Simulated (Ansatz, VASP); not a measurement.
SnSe in VASP and in Ansatz

```xyz
2
Lattice="0.0000 3.0100 3.0100 3.0100 0.0000 3.0100 3.0100 3.0100 0.0000" Properties=species:S:1:pos:R:3 pbc="T T T"
Sn    0.0195   -0.0591   -0.0147
Se    2.9794    3.0671    2.9931
```

Alike in both runs: task single point; functional LDA; k mesh 4 × 4 × 4; no spin polarisation.

```csv
,VASP,Ansatz
version,VASP 6.6.1,Ansatz 0.2.0
potentials or method,"VASP PAW LDA potentials, release 64 (Sn_d, Se), cutoff 500 eV","plane waves, PAW"
occupations,"gaussian, width 0.01 eV",fixed
valence electrons in the cell,20,30
```

Ansatz gave:

| Property | Result |
| --- | --- |
| rms of the force components (eV/Å) | 0.033 |

**Question.** What did VASP give for the same quantities?

**Answer.** rms of the force components (eV/Å): 0.029.

LDA's correlation is that of Perdew and Zunger in VASP and of Perdew and Wang (1992) in Ansatz. Atom by atom the forces differ by 0.004 eV/Å (rms over components). VASP's potentials hold 20 valence electrons a cell and Ansatz's 30, so a difference there can come from the potentials and not from the codes.

The k mesh is coarse, so the values compare programs but aren't converged.
